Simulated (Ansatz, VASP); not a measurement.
## Two plane-wave programs on TiCo3

```
CELL_PARAMETERS angstrom
3.61400 0.00000 0.00000
0.00000 3.61400 0.00000
0.00000 0.00000 3.61400
ATOMIC_POSITIONS crystal
Ti 0.00000 0.00000 0.00000
Co 0.00000 0.50000 0.50000
Co 0.50000 0.00000 0.50000
Co 0.50000 0.50000 0.00000
```

Alike in both runs: task single point; functional r2SCAN; k mesh 6 × 6 × 6; occupations gaussian, width 0.1 eV; collinear spin.

|  | VASP | Ansatz |
| --- | --- | --- |
| version | VASP 6.6.1 | Ansatz 0.2.0 |
| potentials or method | VASP PAW PBE potentials, release 64 (Ti_sv, Co), cutoff 520 eV | scalar-relativistic, plane waves, PAW |
| valence electrons in the cell | 39 | 63 |

```csv
,VASP,Ansatz,Ansatz less VASP
gap on the k mesh at the Fermi level (eV),none,none,-
pressure (GPa),-4.3,-4.7,-0.36
net moment per atom (μB),0.69,0.69,0.000
size of the moment on the site where the two differ most (μB),0.75,0.69,-0.060
```

VASP's potentials were made for PBE, not for r2SCAN. Site moments also hang on the region over which each program counts them. A gap of «none» marks a metal or a gap that the smearing closes. With one functional, cell and mesh, what is left measures potentials, basis and numerics. VASP's potentials hold 39 valence electrons a cell and Ansatz's 63, so a difference there can come from the potentials and not from the codes. Ansatz's warnings: stability check not made.
